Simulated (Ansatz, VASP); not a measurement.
## SiC in VASP and in Ansatz

```
Si C
1.0
     0.00000    2.18987    2.18987
     2.18987    0.00000    2.18987
     2.18987    2.18987    0.00000
Si C
1 1
Direct
  0.00000 0.00000 0.00000
  0.25000 0.25000 0.25000
```

Alike in both runs: task single point; functional PBE; k mesh 10 × 10 × 10; occupations gaussian, width 0.02 eV; no spin polarisation.

|  | VASP | Ansatz |
| --- | --- | --- |
| version | VASP 6.6.1 | Ansatz 0.2.0 |
| potentials or method | VASP PAW PBE potentials, release 64 (Si, C), cutoff 600 eV | scalar-relativistic, plane waves, PAW |
| valence electrons in the cell | 8 | 8 |

|  | VASP | Ansatz | Ansatz less VASP |
| --- | --- | --- | --- |
| gap on the k mesh at the Fermi level (eV) | 1.37 | 1.37 | +0.002 |
| least direct gap on the mesh (eV) | 4.53 | 4.53 | +0.003 |
